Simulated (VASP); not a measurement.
An input for VASP 6.6.1 (C):

INCAR

```
SYSTEM = C
PREC     = Accurate       ! precision mode
ENCUT    = 520            ! plane-wave cutoff, eV
EDIFF    = 1E-6           ! SCF threshold, eV
ISMEAR   = 0              ! smearing method
SIGMA    = 0.01           ! smearing width, eV
LREAL    = .False.        ! projectors in reciprocal space
LASPH    = .True.         ! aspherical terms in the spheres
NELM     = 100            ! most SCF steps
ALGO     = Normal         ! electronic algorithm
ISIF     = 2              ! what is computed and relaxed
LWAVE    = .False.        ! write WAVECAR
LCHARG   = .False.        ! write CHGCAR
LDIPOL   = .True.       
IDIPOL   = 3            
DIPOL    = 0.5 0.5 0.500
GGA      = PE             ! functional
IVDW     = 12             ! dispersion correction
NBANDS   = 11             ! bands
```

File KPOINTS:

```
Automatic mesh
0
Gamma
  16 16 1
  0 0 0
```

File POSCAR:

```
C
1.0
    2.4656794428      0.0000000000      0.0000000000
   -1.2328397214      2.1353033827      0.0000000000
    0.0000000000      0.0000000000     26.0000000000
C
2
Direct
    0.6666671747      0.3333343495      0.5000000000
    0.3333328253      0.6666656505      0.5000000000
```

Potentials or basis: VASP PAW PBE potentials, release 64 (C).

Run with:

```bash
$ cat potpaw_PBE.64/C/POTCAR > POTCAR
$ mpirun -np 1 vasp_std > vasp.out
```

Task: How does this run end?

Result: The run stopped without a result. It printed:

OUTCAR:

```text
SYSTEM = C
   PREC = Accurate
   ENCUT = 520
   EDIFF = 1E-6
   ISMEAR = 0
   LREAL = .False.
   LASPH = .True.
   NELM = 100
   ISIF = 2
   GGA = PE
[... 103 lines left out ...]
|     E        R     R  R     R  O     O  R     R     ###     ###     ###     |
|     EEEEE    RRRRRR   RRRRRR   O     O  RRRRRR       #       #       #      |
|     E        R   R    R   R    O     O  R   R                               |
|     E        R    R   R    R   O     O  R    R      ###     ###     ###     |
|     EEEEEEE  R     R  R     R  OOOOOOO  R     R     ###     ###     ###     |
|                                                                             |
|     IBZKPT: not all point group operations associated with the symmetry     |
|     operators of the crystalline lattice are members of the point group     |
|     of the reciprocal lattice.                                              |
|                                                                             |
|       ---->  I REFUSE TO CONTINUE WITH THIS SICK JOB ... BYE!!! <----       |
|                                                                             |
 -----------------------------------------------------------------------------
```

On the terminal:

```text
POSCAR found type information on POSCAR C
 POSCAR found :  1 types and       2 ions
[... 43 lines left out ...]

1
```
